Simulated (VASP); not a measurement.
# Ge2Sb (I4/mmm) in VASP: single point with PBE

Aim: the single point of Ge2Sb with PBE.

All numbers are computed with VASP 6.6.1; they aren't measurements. Logs are shortened: lines on timing, memory, paths and dates and some standing lists are left out, and cuts for length are marked.

## 1. The cell of the first run

The structure is tetragonal, space group I4/mmm (No. 139). Conventional cell: a = 3.483 Å, b = 3.483 Å, c = 10.835 Å, α = 90.00°, β = 90.00°, γ = 90.00°. Within 3.7 Å of Ge (site symmetry 4mm) lie 8 Ge at 2.83 to 3.48 Å and 5 Sb at 3.18 to 3.41 Å. Sb (site symmetry 4/mmm) has 10 Ge at 3.18 to 3.41 Å and 4 Sb at 3.48 Å within 4.2 Å.

## 2. Single point, PBE

File INCAR:

```
  ALGO = Normal
  EDIFF = 1E-6
  ENCUT = 520
  GGA = PE
  ISIF = 2
  ISMEAR = 0
  LASPH = True
  LCHARG = False
  LREAL = False
  LWAVE = False
  NBANDS = 24
  NELM = 100
  PREC = Accurate
  SIGMA = 0.1
```

File KPOINTS:

```
k-points
0
Gamma
  18 18 18
```

File POSCAR:

```
Ge2Sb
1.0
   -1.7415042764      1.7415042764      5.4173981739
    1.7415042764     -1.7415042764      5.4173981739
    1.7415042764      1.7415042764     -5.4173981739
Ge Sb
2 1
Direct
    0.3145847947      0.3145847947      0.0000000000
    0.6854152053      0.6854152053      0.0000000000
    0.0000000000      0.0000000000      0.0000000000
```

Potentials or basis: VASP PAW PBE potentials, release 64 (Ge_d, Sb).

Started as:

```
$ cat potpaw_PBE.64/Ge_d/POTCAR potpaw_PBE.64/Sb/POTCAR > POTCAR
$ mpirun -np 1 vasp_std > vasp.out
```

OUTCAR:

```text
EDIFF = 1E-6
   ENCUT = 520
   GGA = PE
   ISIF = 2
   ISMEAR = 0
   LASPH = True
   LREAL = False
   NELM = 100
   PREC = Accurate

 ion  position               nearest neighbor table
   1  0.315  0.315  0.000-   2 2.83   2 2.83   2 2.83   2 2.83   3 3.18   3 3.18   3 3.18   3 3.18

   2  0.685  0.685  0.000-   1 2.83   1 2.83   1 2.83   1 2.83   3 3.18   3 3.18   3 3.18   3 3.18

   3  0.000  0.000  0.000-   2 3.18   2 3.18   2 3.18   1 3.18   1 3.18   1 3.18   2 3.18   1 3.18

  LATTYP: Found a body centered tetragonal cell.
 ALAT       =     3.4830085528
 C/A-ratio  =     3.1107578932

  Lattice vectors:

 A1 = (  -1.7415042764,   1.7415042764,   5.4173981739)
 A2 = (   1.7415042764,  -1.7415042764,   5.4173981739)
 A3 = (   1.7415042764,   1.7415042764,  -5.4173981739)

Analysis of symmetry for initial positions (statically):
=====================================================================
 Subroutine PRICEL returns:
 Original cell was already a primitive cell.

 Routine SETGRP: Setting up the symmetry group for a
 body centered tetragonal supercell.

 Subroutine GETGRP returns: Found 16 space group operations
 (whereof 16 operations were pure point group operations)
 out of a pool of 16 trial point group operations.

The static configuration has the point symmetry D_4h.

Analysis of symmetry for dynamics (positions and initial velocities):
=====================================================================
 Subroutine PRICEL returns:
 Original cell was already a primitive cell.

 Routine SETGRP: Setting up the symmetry group for a
 body centered tetragonal supercell.

 Subroutine GETGRP returns: Found 16 space group operations
 (whereof 16 operations were pure point group operations)
 out of a pool of 16 trial point group operations.

The dynamic configuration has the point symmetry D_4h.

 Subroutine INISYM returns: Found 16 space group operations
 (whereof 16 operations are pure point group operations),
 and found     1 'primitive' translations

----------------------------------------------------------------------------------------

                                     Primitive cell

  volume of cell :      65.7203

  direct lattice vectors                    reciprocal lattice vectors
    -1.741504276  1.741504276  5.417398174     0.000000000  0.287108109  0.092295228
     1.741504276 -1.741504276  5.417398174     0.287108109  0.000000000  0.092295228
     1.741504276  1.741504276 -5.417398174     0.287108109  0.287108109  0.000000000

  length of vectors
     5.950955996  5.950955996  5.950955996     0.301578307  0.301578307  0.406032182

  position of ions in fractional coordinates (direct lattice)
     0.314584795  0.314584795  0.000000000
     0.685415205  0.685415205  0.000000000
     0.000000000  0.000000000  0.000000000

  ion indices of the primitive-cell ions
   primitive index   ion index
                 1           1
                 2           2
                 3           3

----------------------------------------------------------------------------------------

 KPOINTS: k-points

Automatic generation of k-mesh.
 Grid dimensions read from file:
 generate k-points for:   18   18   18

 Generating k-lattice:

  Cartesian coordinates                     Fractional coordinates (reciprocal lattice)
     0.000000000  0.015950451  0.005127513     0.055555556 -0.000000000  0.000000000
     0.015950451  0.000000000  0.005127513    -0.000000000  0.055555556  0.000000000
     0.015950451  0.015950451  0.000000000     0.000000000  0.000000000  0.055555556

  Length of vectors
     0.016754350  0.016754350  0.022557343

  Shift w.r.t. Gamma in fractional coordinates (k-lattice)
     0.000000000  0.000000000  0.000000000

 Subroutine IBZKPT returns following result:
 ===========================================

 Found    480 irreducible k-points:

 Following reciprocal coordinates:
            Coordinates               Weight
  0.000000  0.000000  0.000000      1.000000
  0.055556 -0.000000  0.000000      8.000000
  0.111111 -0.000000  0.000000      8.000000
  0.166667 -0.000000  0.000000      8.000000
  0.222222 -0.000000  0.000000      8.000000
  0.277778  0.000000 -0.000000      8.000000
[... 16 lines left out ...]
 -0.277778  0.055556  0.000000     16.000000
 -0.222222  0.055556 -0.000000     16.000000
 [... further k-points ...]
   k-points           NKPTS =    480   k-points in BZ     NKDIM =    480   number of bands    NBANDS=     24
   number of dos      NEDOS =    301   number of ions     NIONS =      3
   total plane-waves  NPLWV = 110592
   dimension x,y,z NGX =    48 NGY =   48 NGZ =   48
   dimension x,y,z NGXF=    96 NGYF=   96 NGZF=   96
   ions per type =               2   1
   NGX,Y,Z   is equivalent  to a cutoff of  13.41, 13.41, 13.41 a.u.
   NGXF,Y,Z  is equivalent  to a cutoff of  26.82, 26.82, 26.82 a.u.
 SYSTEM =  unknown system
   PREC   = accura    normal or accurate (medium, high low for compatibility)
   ISTART =      0    job   : 0-new  1-cont  2-samecut
   ICHARG =      2    charge: 1-file 2-atom 10-const
   ISPIN  =      1    spin polarized calculation?
   LNONCOLLINEAR =      F non collinear calculations
   LSORBIT =      F    spin-orbit coupling
   LASPH  =      T    aspherical Exc in radial PAW
   ENCUT  =  520.0 eV  38.22 Ry    6.18 a.u.  11.06 11.06 11.06*2*pi/ulx,y,z
   NELM   =    100;   NELMIN=  2; NELMDL= -5     # of ELM steps
   EDIFF  = 0.1E-05   stopping-criterion for ELM
   LREAL  =      F    real-space projection
   EDIFFG = 0.1E-04   stopping-criterion for IOM
   NSW    =      0    number of steps for IOM
   IBRION =     -1    ionic relax: 0-MD 1-quasi-New 2-CG
   NFREE  =      0    steps in history (QN), initial steepest desc. (CG)
   ISIF   =      2    stress and relaxation
   ISYM   =      2    0-nonsym 1-usesym 2-fastsym
   POTIM  = 0.5000    time-step for ionic-motion
   TEBEG  =    0.0;   TEEND  =   0.0 temperature during run
   PSTRESS=    0.0 pullay stress
   NELECT =      33.0000    total number of electrons
   NUPDOWN=      -1.0000    fix difference up-down
   EMIN   =  10.00;   EMAX   =-10.00  energy-range for DOS
   EFERMI =   0.00;   METHOD = LEGACY
   ISMEAR =     0;   SIGMA  =   0.10  broadening in eV -4-tet -1-fermi 0-gaus
   EFERMI_NEDOS =   21; number of points for ismear=-14 and -15
   IALGO  =     38    algorithm
   IMIX   =      4    mixing-type and parameters
     AMIX     =   0.40;   BMIX     =  1.00
     AMIX_MAG =   1.60;   BMIX_MAG =  1.00
  volume/ion in A,a.u.               =      21.91       147.83
  Fermi-wavevector in a.u.,A,eV,Ry     =   1.301206  2.458924 23.036543  1.693138
  Thomas-Fermi vector in A             =   2.432355
   LORBIT       =      0    0 simple, 1 ext, 2 COOP (PROOUT), +10 PAW based schemes
   GGA     = PE    functional components
   LHFCALC =     F    Hartree Fock is set to
   AEXX    =    0.0000 exact exchange contribution
   IVDW    =     0    specifies the selected vdW correction
   LEPSILON=     F    determine dielectric tensor
   LRPA    =     F    only Hartree local field effects (RPA)
 non-spin polarized calculation
 Gauss-broadening in eV      SIGMA  =   0.10
  energy-cutoff  :      520.00
  volume of cell :       65.72
 maximum number of plane-waves:      1800
 NGX is ok and might be reduce to    48
   NGX = 23   NGY = 23   NGZ = 23

 number of electron      33.0000002 magnetization

 Free energy of the ion-electron system (eV)
  ---------------------------------------------------
  ext. energy  EPLUGINS =         0.00000000
  ---------------------------------------------------
  free energy    TOTEN  =       -12.27942584 eV

  energy without entropy =      -12.27251940  energy(sigma->0) =      -12.27597262

 E-fermi :   7.2556     XC(G=0): -10.7785

 val. band max:        7.2552959373   @ k =   0.5000   0.4444   0.0000
 cond. band min:       7.2579570452   @ k =  -0.2778   0.4444   0.2778
 fundamental gap:      0.0026611079
 Fermi energy:         7.2555970327

 k-point     1 :       0.0000    0.0000    0.0000
  band No.  band energies     occupation
      1     -17.4581      2.00000
      2     -17.4574      2.00000
      3     -17.4424      2.00000
      4     -17.4424      2.00000
      5     -17.4424      2.00000
      6     -17.3982      2.00000
[... 16 lines left out ...]
     23      15.1054      0.00000
     24      15.1054      0.00000

 k-point     2 :       0.0556   -0.0000    0.0000
  band No.  band energies     occupation
      1     -17.4587      2.00000
      2     -17.4572      2.00000
      3     -17.4458      2.00000
      4     -17.4430      2.00000
      5     -17.4375      2.00000
      6     -17.3998      2.00000
[... 16 lines left out ...]
     23      14.8767      0.00000
     24      14.9610      0.00000

 k-point     3 :       0.1111   -0.0000    0.0000
  band No.  band energies     occupation
      1     -17.4606      2.00000
      2     -17.4574      2.00000
      3     -17.4461      2.00000
      4     -17.4447      2.00000
      5     -17.4318      2.00000
      6     -17.4044      2.00000
[... 16 lines left out ...]
     23      14.4326      0.00000
     24      14.5594      0.00000

 k-point     4 :       0.1667   -0.0000    0.0000
  band No.  band energies     occupation
      1     -17.4631      2.00000
      2     -17.4589      2.00000
      3     -17.4474      2.00000
      4     -17.4423      2.00000
      5     -17.4257      2.00000
      6     -17.4107      2.00000
[... 16 lines left out ...]
     23      14.1908      0.00000
     24      14.7561      0.00000

 k-point     5 :       0.2222   -0.0000    0.0000
  band No.  band energies     occupation
      1     -17.4657      2.00000
      2     -17.4604      2.00000
      3     -17.4509      2.00000
      4     -17.4360      2.00000
      5     -17.4196      2.00000
      6     -17.4178      2.00000
[... 451 lines left out ...]
 k-point    22 :      -0.3333    0.0556   -0.0000
  band No.  band energies     occupation
      1     -17.4701      2.00000
      2     -17.4606      2.00000
      3     -17.4575      2.00000
      4     -17.4319      2.00000
      5     -17.4196      2.00000
      6     -17.4071      2.00000
[... 16 lines left out ...]
     23      15.3464      0.00000
     24      16.5815      0.00000

 k-point    23 :      -0.2778    0.0556    0.0000
  band No.  band energies     occupation
      1     -17.4686      2.00000
      2     -17.4604      2.00000
      3     -17.4545      2.00000
      4     -17.4276      2.00000
      5     -17.4244      2.00000
      6     -17.4133      2.00000
[... 16 lines left out ...]
     23      15.3041      0.00000
     24      16.7634      0.00000

 k-point    24 :      -0.2222    0.0556   -0.0000
  band No.  band energies     occupation
      1     -17.4664      2.00000
      2     -17.4596      2.00000
      3     -17.4512      2.00000
      4     -17.4348      2.00000
      5     -17.4197      2.00000
      6     -17.4169      2.00000
[... 16 lines left out ...]
     23      15.0120      0.00000
     24      15.8112      0.00000

 [... further k-points ...]

------------------------ aborting loop because EDIFF is reached ----------------------------------------

  FORCE on cell =-STRESS in cart. coord.  units (eV):
  Direction    XX          YY          ZZ          XY          YZ          ZX
  --------------------------------------------------------------------------------------
  -------------------------------------------------------------------------------------
  Total       -0.0739298     -0.0739298     -0.0873992      0.0000000      0.0000000      0.0000000
  in kB       -1.8023127     -1.8023127     -2.1306797      0.0000000      0.0000000      0.0000000
  external PRESSURE =      -1.9117683 kB  Pullay stress =       0.0000000 kB

 VOLUME and BASIS-vectors are now :
 -----------------------------------------------------------------------------
  energy-cutoff  :      520.00
  volume of cell :       65.72
      direct lattice vectors                 reciprocal lattice vectors
    -1.741504276  1.741504276  5.417398174     0.000000000  0.287108109  0.092295228
     1.741504276 -1.741504276  5.417398174     0.287108109  0.000000000  0.092295228
     1.741504276  1.741504276 -5.417398174     0.287108109  0.287108109  0.000000000

 POSITION                                       TOTAL-FORCE (eV/Angst)
 -----------------------------------------------------------------------------------
      0.00000      0.00000      3.40846         0.000000      0.000000      0.006684
      0.00000      0.00000      7.42633        -0.000000     -0.000000     -0.006684
      0.00000      0.00000      0.00000        -0.000000     -0.000000     -0.000000
 -----------------------------------------------------------------------------------
    total drift:                               -0.000000     -0.000000      0.000000

  FREE ENERGIE OF THE ION-ELECTRON SYSTEM (eV)
  ---------------------------------------------------
  free  energy   TOTEN  =       -12.2794258393 eV

  energy  without entropy=      -12.2725193998  energy(sigma->0) =      -12.27597262
```

Run time: 19 min. Hardware: 1 thread of Intel Xeon Platinum 8488C (Sapphire Rapids), shared host; peak memory 0.84 GiB.

What came out:

```yaml
Free_energy: -12.2794 eV
Pressure: -0.2 GPa
Largest_force: 0.007 eV/Å
Band_gap_on_the_k_mesh: zero (an odd number of electrons rules out a gap without spin polarisation)
```

Forces on the atoms (eV/Å):
```
Ge   0.000  0.000  0.007
Ge   0.000  0.000 -0.007
Sb   0.000  0.000  0.000
```

Caveat: spin-orbit coupling is left out, which moves the levels of the heavy elements; an odd number of electrons without spin polarisation forces a metal; a magnetic or distorted state may lie lower.
